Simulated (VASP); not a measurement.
Runs of VASP 6.6.1 on KMgF3. The structure is that of space group Pm-3m (No. 221), or close to it. The cells are those of the table. 

```csv
task,level,potentials or basis,cell,cutoff (eV),gap on the mesh (eV),pressure (GPa),relaxed volume (Å³/atom)
relaxation of cell and atoms,LDA,"VASP PAW LDA potentials, release 64 (K_sv, Mg, F)","relaxed from a = 3.986 Å, 5 atoms",600,7.52,0.0,(a)
single point,RPBE,"VASP PAW PBE potentials, release 64 (K_sv, Mg, F)","a = 4.137 Å, 5 atoms",520,6.81,-0.4,-
relaxation of cell and atoms,RPBE,"VASP PAW PBE potentials, release 64 (K_sv, Mg, F)","relaxed from a = 3.986 Å, 5 atoms",600,6.85,-0.1,(b)
relaxation of cell and atoms,PBE+D3(BJ),"VASP PAW PBE potentials, release 64 (K_sv, Mg, F)","relaxed from a = 3.986 Å, 5 atoms",600,(c),0.2,12.84
single point,PBE+D4,"VASP PAW PBE potentials, release 64 (K_sv, Mg, F)","a = 4.034 Å, 5 atoms",520,7.04,-0.4,-
```

Alike in all rows: no spin polarisation; k mesh 6 × 6 × 6; smearing gaussian 0.01 eV.

Question: Estimate the missing entries.

Answer: (a) 11.80; (b) 14.08; (c) 7.21.

Caveats: the PAW data sets were made with another functional, which shifts forces and pressure a little (some runs); the volume moved by +11 % from the deposited cell, more than functionals usually miss (some runs).

A k mesh can miss the band edges.
